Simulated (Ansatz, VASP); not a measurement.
## Two plane-wave programs on LiH

The input POSCAR:

```
LiH
1.0
    0.0000000000      2.0416049021      2.0416049021
    2.0416049021      0.0000000000      2.0416049021
    2.0416049021      2.0416049021      0.0000000000
Li H
1 1
Direct
    0.0000000000      0.0000000000      0.0000000000
    0.5000000000      0.5000000000      0.5000000000
```

INCAR.step1

```
PREC     = Accurate       # precision mode
ENCUT    = 520            # plane-wave cutoff, eV
ISMEAR   = 0              # smearing method
SIGMA    = 0.02           # smearing width, eV
LREAL    = False          # projectors in reciprocal space
LASPH    = True           # aspherical terms in the spheres
NELM     = 80             # most SCF steps
NBANDS   = 9              # bands
GGA      = PE             # functional
ALGO     = Normal         # electronic algorithm
EDIFF    = 1E-4           # SCF threshold, eV
LWAVE    = True           # write WAVECAR
LCHARG   = False          # write CHGCAR
```

The input INCAR.step2:

```
PREC     = Accurate       # precision mode
ENCUT    = 520            # plane-wave cutoff, eV
EDIFF    = 1E-7           # SCF threshold, eV
ISMEAR   = 0              # smearing method
SIGMA    = 0.02           # smearing width, eV
LREAL    = False          # projectors in reciprocal space
LASPH    = True           # aspherical terms in the spheres
NELM     = 80             # most SCF steps
ALGO     = Normal         # electronic algorithm
ISIF     = 2              # what is computed and relaxed
LWAVE    = False          # write WAVECAR
LCHARG   = True           # write CHGCAR
METAGGA  = R2SCAN         # meta-GGA
LMIXTAU  = True         
LELF     = True           # ELF
LVHAR    = True         
NBANDS   = 9              # bands
ISTART   = 1
```

File KPOINTS:

```
Automatic mesh
0
Gamma
  10 10 10
```

Input for Ansatz:

```yaml
crystal:
  lattice:
    - [0.0, 2.0416049021, 2.0416049021]
    - [2.0416049021, 0.0, 2.0416049021]
    - [2.0416049021, 2.0416049021, 0.0]
  atoms:
    - { symbol: Li, position: [0.0, 0.0, 0.0] }
    - { symbol: H, position: [0.5, 0.5, 0.5] }
basis:
  ecutwfc: 500
kpoints:
  mp_grid: { grid: [10, 10, 10] }
hamiltonian:
  xc: r2scan
scf:
  occupations: { method: gaussian, width: 0.02 }
output:
  forces: true
  stress: true
  eigenvalues: true
```

Alike in both runs: task single point; functional r2SCAN; k mesh 10 × 10 × 10; occupations gaussian, width 0.02 eV; no spin polarisation.

```csv
,VASP,Ansatz
version,VASP 6.6.1,Ansatz 0.2.0
potentials or method,"VASP PAW PBE potentials, release 64 (Li_sv, H), cutoff 520 eV","scalar-relativistic, plane waves, PAW"
valence electrons in the cell,4,4
```

VASP gave:

```
gap on the k mesh at the Fermi level (eV) : 3.61
least direct gap on the mesh (eV)         : 3.61
```

Q: Estimate Ansatz's values.

A: gap on the k mesh at the Fermi level (eV): 3.66; least direct gap on the mesh (eV): 3.66.

VASP's potentials were made for PBE, not for r2SCAN. The functional is the same, so the differences come from potentials, cutoffs and numerics.

Noted on VASP's run: the cutoff is short for stress, so the pressure is rough.
